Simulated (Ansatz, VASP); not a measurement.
## Two plane-wave programs on Tl

File INCAR:

```
ALGO = Normal
EDIFF = 1E-6
ENCUT = 520
GGA = PS
ISIF = 2
ISMEAR = -1
LASPH = True
LCHARG = False
LREAL = False
LWAVE = False
NBANDS = 20
NELM = 60
PREC = Accurate
SIGMA = 0.1
```

KPOINTS

```
k-points
0
Gamma
  10 10 10
```

The input POSCAR:

```
Tl
1.0
    0.0000000000      2.6352497251      2.6352497251
    2.6352497251      0.0000000000      2.6352497251
    2.6352497251      2.6352497251      0.0000000000
Tl
2
Direct
   -0.1250000000     -0.1250000000     -0.1250000000
    0.1250000000      0.1250000000      0.1250000000
```

Input for Ansatz:

```yaml
crystal:
  lattice:
    - [0.0, 2.6352497251, 2.6352497251]
    - [2.6352497251, 0.0, 2.6352497251]
    - [2.6352497251, 2.6352497251, 0.0]
  atoms:
    - { symbol: Tl, position: [-0.125, -0.125, -0.125] }
    - { symbol: Tl, position: [0.125, 0.125, 0.125] }
kpoints:
  mp_grid: { grid: [10, 10, 10] }
scf:
  occupations: { method: fermi_dirac, width: 0.1 }
hamiltonian:
  xc: pbesol
  pseudopotentials: { kind: paw }
output:
  forces: true
  stress: true
  eigenvalues: true
  populations: true
```

Change from the starting cell: volume scaled by 0.45, PAW files.

Alike in both runs: task single point; functional PBEsol; k mesh 10 × 10 × 10; occupations fermi-dirac, width 0.1 eV; no spin polarisation.

|  | VASP | Ansatz |
| --- | --- | --- |
| version | VASP 6.6.1 | Ansatz 0.2.0 |
| potentials or method | VASP PAW PBE potentials, release 64 (Tl_d) | PAW with Ansatz's default frozen-core files, scalar-relativistic |
| plane-wave cutoff (eV) | 520 | 420 |
| valence electrons in the cell | 26 | 26 |

VASP gave:

* pressure (GPa): 141.6

Question: Which values does Ansatz return?

Answer: Pressure (GPa): 140.7.

VASP's potentials were made for PBE, not for PBEsol. Both programs put the cell under a high pressure, so it lies far from rest at this level.

Spin-orbit coupling is off throughout. Noted on VASP's run: the cell as given lies far from equilibrium.
